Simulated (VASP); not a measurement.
# Al (P6_3/mmc) in VASP: further runs

Al is run at these levels: PBE; tasks: relaxation of cell and atoms.

Program: VASP 6.6.1. These are calculated values, not measurements. Logs are shortened: lines on timing, memory, paths and dates and some standing lists are left out, and cuts for length are marked.

### Step 1. The cell of the first run

It takes space group P6_3/mmc (No. 194, hexagonal). The conventional cell has a = 2.143 Å, b = 2.143 Å, c = 3.467 Å, α = 90.00°, β = 90.00°, γ = 120.00°. Al (site symmetry -6m2) has 12 Al at 2.13 to 2.14 Å within 2.8 Å.

This isn't the form of Al at room conditions, which is fcc.

### Step 2. Relaxation of cell and atoms, PBE, target pressure 400 GPa, at which the enthalpy is minimised

INCAR

```
SYSTEM = Al
ALGO     = Normal         ! electronic algorithm
EDIFF    = 1E-7           ! SCF threshold, eV
EDIFFG   = -0.005         ! ionic threshold
ENCUT    = 600            ! plane-wave cutoff, eV
GGA      = PE             ! functional
IBRION   = 2              ! ionic algorithm
ISIF     = 3              ! what is computed and relaxed
ISMEAR   = -1             ! smearing method
LASPH    = .True.         ! aspherical terms in the spheres
LCHARG   = .False.        ! write CHGCAR
LREAL    = .False.        ! projectors in reciprocal space
LWAVE    = .False.        ! write WAVECAR
NELM     = 60             ! most SCF steps
NSW      = 32             ! ionic steps
PREC     = Accurate       ! precision mode
PSTRESS  = 4000.0       
SIGMA    = 0.08           ! smearing width, eV
```

KPOINTS

```
k-points
0
Gamma
  20 20 11
  0 0 0
```

POSCAR

```
Al
1.0
    2.1430779578      0.0000000000      0.0000000000
   -1.0715389789      1.8559599537      0.0000000000
    0.0000000000      0.0000000000      3.4669796970
Al
2
Direct
    0.3333333333      0.6666666667      0.2500000000
    0.6666666667      0.3333333333      0.7500000000
```

Potentials or basis: VASP PAW PBE potentials, release 64 (Al).

Launch:

```bash
$ cat potpaw_PBE.64/Al/POTCAR > POTCAR
$ mpirun -np 1 vasp_std > vasp.out
```

OUTCAR:

```text
SYSTEM = Al
   EDIFF = 1E-7
   EDIFFG = -0.005
   ENCUT = 600
   GGA = PE
   IBRION = 2
   ISIF = 3
   ISMEAR = -1
   LASPH = .True.
   LREAL = .False.
   NELM = 60
   NSW = 32
   PREC = Accurate
   PSTRESS = 4000.0

 ion  position               nearest neighbor table
   1  0.333  0.667  0.250-   2 2.13   2 2.13   2 2.13   2 2.13   2 2.13   2 2.13   2 3.02   2 3.02
                             2 3.02   2 3.02   2 3.02   2 3.02
   2  0.667  0.333  0.750-   1 2.13   1 2.13   1 2.13   1 2.13   1 2.13   1 2.13   1 3.02   1 3.02
                             1 3.02   1 3.02   1 3.02   1 3.02

  LATTYP: Found a hexagonal cell.
 ALAT       =     2.1430779578
 C/A-ratio  =     1.6177571536

  Lattice vectors:

 A1 = (   2.1430779578,   0.0000000000,   0.0000000000)
 A2 = (  -1.0715389789,   1.8559599537,   0.0000000000)
 A3 = (   0.0000000000,   0.0000000000,   3.4669796970)

Analysis of symmetry for initial positions (statically):
=====================================================================
 Subroutine PRICEL returns:
 Original cell was already a primitive cell.

 Routine SETGRP: Setting up the symmetry group for a
 hexagonal supercell.

 Subroutine GETGRP returns: Found 24 space group operations
 (whereof 12 operations were pure point group operations)
 out of a pool of 24 trial point group operations.

The static configuration has the point symmetry D_3d.
 The point group associated with its full space group is D_6h.

Analysis of symmetry for dynamics (positions and initial velocities):
=====================================================================
 Subroutine PRICEL returns:
 Original cell was already a primitive cell.

 Routine SETGRP: Setting up the symmetry group for a
 hexagonal supercell.

 Subroutine GETGRP returns: Found 24 space group operations
 (whereof 12 operations were pure point group operations)
 out of a pool of 24 trial point group operations.

The dynamic configuration has the point symmetry D_3d.
 The point group associated with its full space group is D_6h.

 Subroutine INISYM returns: Found 24 space group operations
 (whereof 12 operations are pure point group operations),
 and found     1 'primitive' translations

----------------------------------------------------------------------------------------

                                     Primitive cell

  volume of cell :      13.7898

  direct lattice vectors                    reciprocal lattice vectors
     2.143077958  0.000000000  0.000000000     0.466618583  0.269402365  0.000000000
    -1.071538979  1.855959954  0.000000000     0.000000000  0.538804729  0.000000000
     0.000000000  0.000000000  3.466979697     0.000000000  0.000000000  0.288435494

  length of vectors
     2.143077958  2.143077958  3.466979697     0.538804729  0.538804729  0.288435494

  position of ions in fractional coordinates (direct lattice)
     0.333333333  0.666666667  0.250000000
     0.666666667  0.333333333  0.750000000

  ion indices of the primitive-cell ions
   primitive index   ion index
                 1           1
                 2           2

----------------------------------------------------------------------------------------

 KPOINTS: k-points

Automatic generation of k-mesh.
 Grid dimensions read from file:
 generate k-points for:   20   20   11

 Generating k-lattice:

  Cartesian coordinates                     Fractional coordinates (reciprocal lattice)
     0.023330929  0.013470118  0.000000000     0.050000000  0.000000000  0.000000000
     0.000000000  0.026940236  0.000000000     0.000000000  0.050000000  0.000000000
     0.000000000  0.000000000  0.026221409     0.000000000  0.000000000  0.090909091

  Length of vectors
     0.026940236  0.026940236  0.026221409

  Shift w.r.t. Gamma in fractional coordinates (k-lattice)
     0.000000000  0.000000000  0.000000000

 Subroutine IBZKPT returns following result:
 ===========================================

 Found    264 irreducible k-points:

 Following reciprocal coordinates:
            Coordinates               Weight
  0.000000  0.000000  0.000000      1.000000
  0.050000 -0.000000  0.000000      6.000000
  0.100000 -0.000000  0.000000      6.000000
  0.150000  0.000000  0.000000      6.000000
  0.200000 -0.000000  0.000000      6.000000
  0.250000  0.000000  0.000000      6.000000
[... 16 lines left out ...]
  0.200000  0.100000  0.000000     12.000000
  0.250000  0.100000  0.000000     12.000000
 [... further k-points ...]
   k-points           NKPTS =    264   k-points in BZ     NKDIM =    264   number of bands    NBANDS=      7
   number of dos      NEDOS =    301   number of ions     NIONS =      2
   total plane-waves  NPLWV =   9072
   dimension x,y,z NGX =    18 NGY =   18 NGZ =   28
   dimension x,y,z NGXF=    36 NGYF=   36 NGZF=   56
   ions per type =               2
   NGX,Y,Z   is equivalent  to a cutoff of  13.96, 13.96, 13.43 a.u.
   NGXF,Y,Z  is equivalent  to a cutoff of  27.93, 27.93, 26.85 a.u.
 SYSTEM =  Al
   PREC   = accura    normal or accurate (medium, high low for compatibility)
   ISTART =      0    job   : 0-new  1-cont  2-samecut
   ICHARG =      2    charge: 1-file 2-atom 10-const
   ISPIN  =      1    spin polarized calculation?
   LNONCOLLINEAR =      F non collinear calculations
   LSORBIT =      F    spin-orbit coupling
   LASPH  =      T    aspherical Exc in radial PAW
   ENCUT  =  600.0 eV  44.10 Ry    6.64 a.u.   4.28  4.28  6.92*2*pi/ulx,y,z
   NELM   =     60;   NELMIN=  2; NELMDL= -5     # of ELM steps
   EDIFF  = 0.1E-06   stopping-criterion for ELM
   LREAL  =      F    real-space projection
   EDIFFG = -.5E-02   stopping-criterion for IOM
   NSW    =     32    number of steps for IOM
   IBRION =      2    ionic relax: 0-MD 1-quasi-New 2-CG
   NFREE  =      1    steps in history (QN), initial steepest desc. (CG)
   ISIF   =      3    stress and relaxation
   ISYM   =      2    0-nonsym 1-usesym 2-fastsym
   POTIM  = 0.5000    time-step for ionic-motion
   TEBEG  =    0.0;   TEEND  =   0.0 temperature during run
   PSTRESS= 4000.0 pullay stress
   NELECT =       6.0000    total number of electrons
   NUPDOWN=      -1.0000    fix difference up-down
   EMIN   =  10.00;   EMAX   =-10.00  energy-range for DOS
   EFERMI =   0.00;   METHOD = LEGACY
   ISMEAR =    -1;   SIGMA  =   0.08  broadening in eV -4-tet -1-fermi 0-gaus
   EFERMI_NEDOS =   21; number of points for ismear=-14 and -15
   IALGO  =     38    algorithm
   IMIX   =      4    mixing-type and parameters
     AMIX     =   0.40;   BMIX     =  1.00
     AMIX_MAG =   1.60;   BMIX_MAG =  1.00
  volume/ion in A,a.u.               =       6.89        46.53
  Fermi-wavevector in a.u.,A,eV,Ry     =   1.240526  2.344255 20.938079  1.538905
  Thomas-Fermi vector in A             =   2.374963
   LORBIT       =      0    0 simple, 1 ext, 2 COOP (PROOUT), +10 PAW based schemes
   GGA     = PE    functional components
   LHFCALC =     F    Hartree Fock is set to
   AEXX    =    0.0000 exact exchange contribution
   IVDW    =     0    specifies the selected vdW correction
   LEPSILON=     F    determine dielectric tensor
   LRPA    =     F    only Hartree local field effects (RPA)
 conjugate gradient relaxation of ions
 non-spin polarized calculation
  energy-cutoff  :      600.00
  volume of cell :       13.79
 maximum number of plane-waves:       488
 NGX is ok and might be reduce to    18
   NGX =  9   NGY =  9   NGZ = 13

--------------------------------------- Ionic step        1  -------------------------------------------

 number of electron       6.0000000 magnetization

 Free energy of the ion-electron system (eV)
  ---------------------------------------------------
  ext. energy  EPLUGINS =         0.00000000
  ---------------------------------------------------
  free energy    TOTEN  =         4.26938432 eV

  energy without entropy =        4.27730195  energy(sigma->0) =        4.27334313

------------------------ aborting loop because EDIFF is reached ----------------------------------------

  FORCE on cell =-STRESS in cart. coord.  units (eV):
  Direction    XX          YY          ZZ          XY          YZ          ZX
  --------------------------------------------------------------------------------------
  -------------------------------------------------------------------------------------
  Total       34.7996991     34.7996991     34.7848015      0.0000000      0.0000000      0.0000000
  in kB     4043.2277202   4043.2277200   4041.4968292      0.0000000      0.0000000      0.0000000
  external PRESSURE =      42.6507565 kB  Pullay stress =    4000.0000000 kB
[... 61 lines left out ...]
  enthalpy is  TOTEN    =        38.7245185550 eV   P V=       35.3503046146

--------------------------------------- Ionic step        3  -------------------------------------------

 number of electron       6.0000000 magnetization

 Free energy of the ion-electron system (eV)
  ---------------------------------------------------
  ext. energy  EPLUGINS =         0.00000000
  ---------------------------------------------------
  free energy    TOTEN  =         4.14918693 eV

  energy without entropy =        4.15713340  energy(sigma->0) =        4.15316016

 E-fermi :  20.4541     XC(G=0): -13.8645

 val. band max:       20.4509419743   @ k =   0.3500   0.2000   0.0000
 cond. band min:      20.4769745184   @ k =   0.2000   0.2000   0.1818
 fundamental gap:      0.0260325441
 Fermi energy:        20.4541124931

 k-point     1 :       0.0000    0.0000    0.0000
  band No.  band energies     occupation
      1       2.5333      2.00000
      2      12.6976      2.00000
      3      15.0252      2.00000
      4      37.0525      0.00000
      5      37.0525      0.00000
      6      38.4849      0.00000
      7      39.5974      0.00000
[... 221 lines left out ...]
 k-point    24 :       0.2500    0.1000    0.0000
  band No.  band energies     occupation
      1       6.5456      2.00000
      2      15.8954      2.00000
      3      17.7652      2.00000
      4      22.3236      0.00000
      5      27.6701      0.00000
      6      30.1133      0.00000
      7      34.9170      0.00000

 [... further k-points ...]

------------------------ aborting loop because EDIFF is reached ----------------------------------------

  FORCE on cell =-STRESS in cart. coord.  units (eV):
  Direction    XX          YY          ZZ          XY          YZ          ZX
  --------------------------------------------------------------------------------------
  -------------------------------------------------------------------------------------
  Total       34.5454346     34.5454346     34.5436094      0.0000000      0.0000000      0.0000000
  in kB     3999.7934535   3999.7934533   3999.5821263      0.0000000      0.0000000      0.0000000
  external PRESSURE =      -0.2769890 kB  Pullay stress =    4000.0000000 kB
[... 17 lines left out ...]
  FREE ENERGIE OF THE ION-ELECTRON SYSTEM (eV)
  ---------------------------------------------------
  free  energy   TOTEN  =         4.1491869280 eV

  energy  without entropy=        4.1571333977  energy(sigma->0) =        4.15316016

  enthalpy is  TOTEN    =        38.6964054625 eV   P V=       34.5472185345

 reached required accuracy - stopping structural energy minimisation
```

Run time: 62 s. Hardware: 1 thread of Intel Xeon 8259CL, shared host; peak memory 0.14 GiB.

Results:

```
Free energy                                                : 4.1492 eV
Relaxed volume                                             : 6.92 Å³/atom
Relaxed cell                                               : a = 2.146 Å, b = 2.146 Å, c = 3.471 Å, α = 90.00°, β = 90.00°, γ = 120.00°
Space group after relaxing (to 0.1 Å)                      : P6_3/mmc (No. 194)
Energy change on relaxing (the run minimises the enthalpy) : -60.1 meV/atom
Ionic steps                                                : 3
Pressure after relaxing                                    : 400.0 GPa
Band gap on the k mesh                                     : zero (bands 3 and 4 overlap by 9.32 eV)
```

Step by step:
```csv
step,energy change (eV),largest force (eV/Å),pressure (GPa),volume (Å³)
1,0.0000,0.0000,404.27,13.79
2,-0.8952,0.0000,372.48,14.16
3,-0.1202,0.0000,399.97,13.84
```

Final structure:
```
CELL_PARAMETERS angstrom
2.14559 0.00000 0.00000
-1.07279 1.85814 0.00000
0.00000 0.00000 3.47088
ATOMIC_POSITIONS crystal
Al 0.33333 0.66667 0.25000
Al 0.66667 0.33333 0.75000
```

Levels at points of the mesh, in eV from the Fermi level:
```tsv
k point	band 1	band 2	band 3	band 4	band 5	band 6	band 7
(0.00, 0.00, 0.00)	-17.92	-7.76	-5.43	16.60	16.60	18.03	19.14
(0.50, 0.00, 0.00)	-8.65	-7.61	-0.03	1.52	2.56	4.30	12.13
```

Caveat: the cell is relaxed towards a set pressure, so the run minimises the enthalpy, not the energy.

(Continued in part 2 of 2.)
